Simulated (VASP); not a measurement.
# Li in VASP: notebook, part 3 of 3

VASP 6.6.1.

## (5) Electric field gradients, PBE (atom 1 (Li) moved by [0.0, 0.0, 0.03] A)

File INCAR:

```
SYSTEM = Li
ALGO     = Normal         ! electronic algorithm
EDIFF    = 1E-8           ! SCF threshold, eV
ENCUT    = 520            ! plane-wave cutoff, eV
GGA      = PE             ! functional
ISIF     = 2              ! what is computed and relaxed
ISMEAR   = -1             ! smearing method
LASPH    = .True.         ! aspherical terms in the spheres
LCHARG   = .False.        ! write CHGCAR
LEFG     = .True.       
LREAL    = .False.        ! projectors in reciprocal space
LWAVE    = .False.        ! write WAVECAR
NBANDS   = 10             ! bands
NELM     = 100            ! most SCF steps
PREC     = Accurate       ! precision mode
SIGMA    = 0.08           ! smearing width, eV
```

File KPOINTS:

```
k-points
0
Gamma
  15 15 8
  0 0 0
```

File POSCAR:

```
Li
1.0
    3.1110021516      0.0000000000      0.0000000000
   -1.5555010758      2.6942068945      0.0000000000
    0.0000000000      0.0000000000      5.0930000000
Li
2
Direct
    0.3333333333      0.6666666667      0.2558904379
    0.6666666667      0.3333333333      0.7500000000
```

Potentials or basis: VASP PAW PBE potentials, release 64 (Li_sv).

Started as:

```console
cat potpaw_PBE.64/Li_sv/POTCAR > POTCAR
mpirun -np 1 vasp_std > vasp.out
```

OUTCAR:

```text
SYSTEM = Li
   EDIFF = 1E-8
   ENCUT = 520
   GGA = PE
   ISIF = 2
   ISMEAR = -1
   LASPH = .True.
   LREAL = .False.
   NELM = 100
   PREC = Accurate

 ion  position               nearest neighbor table
   1  0.333  0.667  0.256-
   2  0.667  0.333  0.750-

  LATTYP: Found a hexagonal cell.
 ALAT       =     3.1110021516
 C/A-ratio  =     1.6370930497

  Lattice vectors:

 A1 = (   3.1110021516,   0.0000000000,   0.0000000000)
[... 524 lines left out ...]

  FREE ENERGIE OF THE ION-ELECTRON SYSTEM (eV)
  ---------------------------------------------------
  free  energy   TOTEN  =        -3.8170685534 eV

  energy  without entropy=       -3.7955405338  energy(sigma->0) =       -3.80630454

 Electric field gradients (V/A^2)
---------------------------------------------------------------------
 ion       V_xx      V_yy      V_zz      V_xy      V_xz      V_yz
---------------------------------------------------------------------
   1       0.006     0.005    -0.011    -0.001    -0.000     0.000
   2       0.005     0.003    -0.008    -0.001    -0.000     0.000
---------------------------------------------------------------------

 Electric field gradients after diagonalization (V/A^2)
 (convention: |V_zz| > |V_xx| > |V_yy|)
----------------------------------------------------------------------
 ion       V_xx      V_yy      V_zz     asymmetry (V_yy - V_xx)/ V_zz
----------------------------------------------------------------------
   1       0.007     0.004    -0.011       0.231
   2       0.005     0.003    -0.008       0.339
----------------------------------------------------------------------

           NMR quadrupolar parameters

 Cq : quadrupolar parameter    Cq=e*Q*V_zz/h
 eta: asymmetry parameters     (V_yy - V_xx)/ V_zz
 Q  : nuclear electric quadrupole moment in mb (millibarn)
----------------------------------------------------------------------
 ion       Cq(MHz)       eta       Q (mb)
----------------------------------------------------------------------
   1      -0.000       0.231       1.000
   2      -0.000       0.339       1.000
----------------------------------------------------------------------
```

OSZICAR:

```text
N       E                     dE             d eps       ncg     rms          rms(c)
DAV:   1     0.170336434502E+02    0.17034E+02   -0.32210E+03  3840   0.565E+02
DAV:   2    -0.877799857003E+00   -0.17911E+02   -0.17356E+02  4894   0.107E+02
DAV:   3    -0.376918628622E+01   -0.28914E+01   -0.28755E+01  6434   0.327E+01
DAV:   4    -0.382057659268E+01   -0.51390E-01   -0.51330E-01  4998   0.488E+00
DAV:   5    -0.382103019979E+01   -0.45361E-03   -0.45358E-03  5154   0.482E-01    0.355E-01
DAV:   6    -0.381833189015E+01    0.26983E-02   -0.11662E-03  6196   0.131E-01    0.201E-01
DAV:   7    -0.381708296150E+01    0.12489E-02   -0.17391E-03  7106   0.169E-01    0.327E-02
DAV:   8    -0.381707266895E+01    0.10293E-04   -0.82857E-05  4806   0.472E-02    0.765E-03
DAV:   9    -0.381707027015E+01    0.23988E-05   -0.30632E-06  5516   0.778E-03    0.260E-03
DAV:  10    -0.381706896733E+01    0.13028E-05   -0.57846E-08  4832   0.146E-03    0.156E-04
DAV:  11    -0.381706865894E+01    0.30838E-06   -0.13130E-08  4326   0.873E-04    0.117E-04
DAV:  12    -0.381706853879E+01    0.12016E-06   -0.77296E-10  2410   0.260E-04    0.615E-05
DAV:  13    -0.381706855106E+01   -0.12275E-07   -0.22444E-10  2176   0.141E-04    0.961E-06
DAV:  14    -0.381706855338E+01   -0.23171E-08   -0.42985E-11  2144   0.619E-05
   1 F= -.38170686E+01 E0= -.38063045E+01  d E =-.215280E-01
```

stdout:

```text
POSCAR found type information on POSCAR Li
 POSCAR found :  1 types and       2 ions
 scaLAPACK will be used
 LDA part: xc-table for (Slater+PW92), standard interpolation
 POSCAR, INCAR and KPOINTS ok, starting setup
 FFT: planning ... GRIDC
 FFT: planning ... GRID_SOFT
 FFT: planning ... GRID
 WAVECAR not read
 entering main loop
ion   1

ion   2
```

It took 2.9 min on 1 thread of AMD EPYC 7R43 (Zen 3), shared host; peak memory 0.16 GiB.

Results:

| Property | Result |
| --- | --- |
| Free energy | -3.8171 eV |
| Largest force | 0.034 eV/Å |
| Band gap on the k mesh | zero (bands 3 and 4 overlap by 4.50 eV) |
| Largest electric field gradient by atom | zero within the noise of the run |

Forces on the atoms (eV/Å):
```
Li   0.000  0.000 -0.034
Li   0.000  0.000  0.034
```

Caveat: the cell differs from its parent crystal (atom 1 (Li) moved by [0.0, 0.0, 0.03] A).

## (6) Summary

```csv
cell,gap on the mesh (eV)
"a = 3.018, b = 3.018, c = 5.093 Å, angles 90.0, 90.0, 120.0°, 2 atoms, atomic positions A",none
"a = 3.111, b = 3.111, c = 4.940 Å, angles 90.0, 90.0, 120.0°, 2 atoms, atomic positions A",none
"a = 3.159, b = 3.159, c = 4.940 Å, angles 90.0, 90.0, 120.0°, 2 atoms, atomic positions A",none
"a = 3.111, b = 3.111, c = 5.093 Å, angles 90.0, 90.0, 120.0°, 2 atoms, atomic positions B",none
```

Alike in all rows: task electric field gradients; level PBE; potentials or basis VASP PAW PBE potentials, release 64 (Li_sv); no spin polarisation; k mesh 15 × 15 × 8; cutoff (eV) 520; smearing fermi-dirac 0.08 eV.

Absolute energies hang on the potentials; compare differences alone.
